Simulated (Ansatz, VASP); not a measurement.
# Nb3Te8Mo in VASP and in Ansatz

```xyz
12
Lattice="3.7216 0.0000 0.0000 -1.8608 3.2230 0.0000 0.0000 0.0000 28.6017" Properties=species:S:1:pos:R:3 pbc="T T T"
Nb    0.0000    0.0000   21.4513
Nb    0.0000    0.0000    7.1504
Nb    0.0000    0.0000   14.3008
Te    1.8608    1.0743   26.7829
Te    1.8608    1.0743    5.3316
Te    1.8608    1.0743   12.4820
Te    1.8608    1.0743   19.6324
Te    0.0000    2.1487   23.2701
Te    0.0000    2.1487    1.8188
Te    0.0000    2.1487    8.9693
Te    0.0000    2.1487   16.1197
Mo    0.0000    0.0000    0.0000
```

Alike in both runs: task relaxation of cell and atoms; functional PBE; k mesh 6 × 6 × 1; occupations gaussian, width 0.1 eV; no spin polarisation.

|  | VASP | Ansatz |
| --- | --- | --- |
| version | VASP 6.6.1 | Ansatz 0.2.0 |
| potentials or method | VASP PAW PBE potentials, release 64 (Nb_sv, Te, Mo_sv), cutoff 500 eV | scalar-relativistic, plane waves, PAW |
| valence electrons in the cell | 101 | 181 |

Ansatz gave:

| Property | Result |
| --- | --- |
| gap on the k mesh at the Fermi level, each at its own relaxed structure (eV) | none |
| relaxed volume (Å³/atom) | 28.19 |
| relaxed length of the cell vector where the two differ most in proportion (Å) | 29.581 |

Q: Which values does VASP return?

A: gap on the k mesh at the Fermi level, each at its own relaxed structure (eV): none; relaxed volume (Å³/atom): 27.63; relaxed length of the cell vector where the two differ most in proportion (Å): 28.964.

A gap of «none» marks a metal or a gap that the smearing closes. VASP's potentials hold 101 valence electrons a cell and Ansatz's 181, so a difference there can come from the potentials and not from the codes.

Neither program's run includes spin-orbit coupling.
